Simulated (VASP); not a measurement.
# BiN: relaxation of shape and atoms at fixed volume with PBEsol

BiN:

```xyz
4
Lattice="4.0365 0.0000 0.0000 0.0000 4.0365 0.0000 0.0000 0.0000 4.8961" Properties=species:S:1:pos:R:3 pbc="T T T"
Bi    2.0183    0.0000    1.1039
Bi    0.0000    2.0183    3.7922
N     0.0000    0.0000    0.0000
N     2.0183    2.0183    0.0000
```

```yaml
Program: VASP 6.6.1
Task: relaxation of shape and atoms at fixed volume
Functional: PBEsol
Potentials_or_basis: VASP PAW PBE potentials, release 64 (Bi_d, N)
Cutoff: 600 eV
k_mesh: 8 × 8 × 6
Occupations: gaussian, width 0.05 eV
Spin: no spin polarisation
Dipole_correction: no
Further_INCAR_settings: ALGO = Normal; EDIFF = 1e-06; IBRION = 2; EDIFFG = -0.01; NSW = 60; ISIF = 4
```

The energy gained by relaxing is 1.3 meV/atom, the ionic steps are 5 and the pressure after relaxing is -0.5 GPa. The band gap on the k mesh is zero (bands 20 and 21 overlap by 0.28 eV).

Step by step:
```tsv
step	energy change (eV)	largest force (eV/Å)	pressure (GPa)	volume (Å³)
1	0.0000	0.2102	-1.80	79.77
2	-0.0036	0.0540	-1.14	79.77
3	-0.0043	0.0464	-0.75	79.77
4	-0.0051	0.0227	-0.61	79.77
5	-0.0052	0.0018	-0.49	79.77
```

Final structure:
```cif
data_structure
_symmetry_space_group_name_H-M 'P 1'
_symmetry_Int_Tables_number 1
_cell_length_a 4.0141
_cell_length_b 4.0141
_cell_length_c 4.9510
_cell_angle_alpha 90.000
_cell_angle_beta 90.000
_cell_angle_gamma 90.000
_cell_volume 79.77
loop_
_atom_site_label
_atom_site_type_symbol
_atom_site_fract_x
_atom_site_fract_y
_atom_site_fract_z
_atom_site_occupancy
Bi1 Bi 0.50000 0.00000 0.22213 1
Bi2 Bi 0.00000 0.50000 0.77787 1
N1 N 0.00000 0.00000 0.00000 1
N2 N 0.50000 0.50000 0.00000 1
```

Levels at points of the mesh, in eV from the Fermi level:
```tsv
k point	band 16	band 17	band 18	band 19	band 20	band 21	band 22	band 23	band 24
(0.00, 0.00, 0.00)	-5.17	-1.35	-1.35	-1.01	-0.59	1.14	2.74	4.46	4.46
(0.50, 0.00, 0.00)	-3.50	-3.26	-3.26	-2.23	-2.23	2.59	2.59	5.40	5.40
(0.50, 0.50, 0.00)	-3.65	-2.77	-2.77	0.00	0.00	0.58	0.58	3.69	3.69
(0.00, 0.00, 0.50)	-4.97	-1.47	-1.47	-1.16	-1.12	-0.21	2.46	2.46	2.97
(0.50, 0.00, 0.50)	-3.97	-3.43	-3.43	-1.04	-1.04	3.18	3.18	4.73	4.73
(0.50, 0.50, 0.50)	-4.37	-3.55	-3.55	-0.01	-0.01	3.45	3.45	4.06	4.06
```

It took 2.3 min on 1 thread of Intel(R) Xeon(R) 6975P-C (Granite Rapids) (shared host), peak memory 0.28 GiB.

Caveat: the PAW data sets were made with another functional, which shifts forces and pressure a little; spin-orbit coupling is left out, which moves the levels of the heavy elements.
